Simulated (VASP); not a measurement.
Wanted: the native input for a VASP 6.6.1 run.

- Task: relaxation of cell and atoms
- Functional: PBEsol
- Potentials or basis: VASP PAW PBE potentials, release 64 (In_d, Sb)
- Cutoff: 600 eV
- k mesh: 10 × 10 × 10
- Occupations: gaussian, width 0.1 eV
- Spin: no spin polarisation
- Dipole correction: no
- Further INCAR settings: ALGO = Fast; EDIFF = 1e-07; IBRION = 2; EDIFFG = -0.01; NSW = 80; ISIF = 3

The structure of In3Sb lies in POSCAR:

```
In3Sb
1.0
    4.8369620000      0.0000000000      0.0000000000
    0.0000000000      4.8369620000      0.0000000000
    0.0000000000      0.0000000000      4.8369620000
In Sb
3 1
Direct
    0.5000000000      0.5000000000      0.0000000000
    0.5000000000      0.0000000000      0.5000000000
    0.0000000000      0.5000000000      0.5000000000
    0.0000000000      0.0000000000      0.0000000000
```

One way to write it, as run:

INCAR

```
SYSTEM = In3Sb
PREC = Accurate ; ENCUT = 600
EDIFF = 1E-7 ; ISMEAR = 0
SIGMA = 0.1 ; LREAL = .False.
LASPH = .True. ; NELM = 80
ALGO = Fast ; ISIF = 3
LWAVE = .False. ; LCHARG = .False.
GGA = PS ; IBRION = 2
NSW = 80 ; EDIFFG = -0.01
```

KPOINTS

```
regular mesh
0
Gamma
  10 10 10
  0 0 0
```

Potentials or basis: VASP PAW PBE potentials, release 64 (In_d, Sb).

Run with:

```console
$ cat potpaw_PBE.64/In_d/POTCAR potpaw_PBE.64/Sb/POTCAR > POTCAR
$ mpirun -np 1 vasp_std > vasp.out
```

It gave:

```yaml
Relaxed_volume: 26.39 Å³/atom
Relaxed_cell: a = 4.726 Å, b = 4.726 Å, c = 4.726 Å, α = 90.00°, β = 90.00°, γ = 90.00°
Space_group_after_relaxing_to_0.1_Å: Pm-3m (No. 221)
Energy_gained_by_relaxing: 17.3 meV/atom
Ionic_steps: 2
Pressure_after_relaxing: 0.0 GPa
Band_gap_on_the_k_mesh: zero (bands 22 and 23 overlap by 3.88 eV)
```

Caveat: the PAW data sets were made with another functional, which shifts forces and pressure a little; spin-orbit coupling is left out, which moves the levels of the heavy elements.

Run time: 4.8 min on 1 thread of AMD EPYC 9R45 96-Core Processor (Zen 5), on a shared host, peak memory 0.34 GiB.
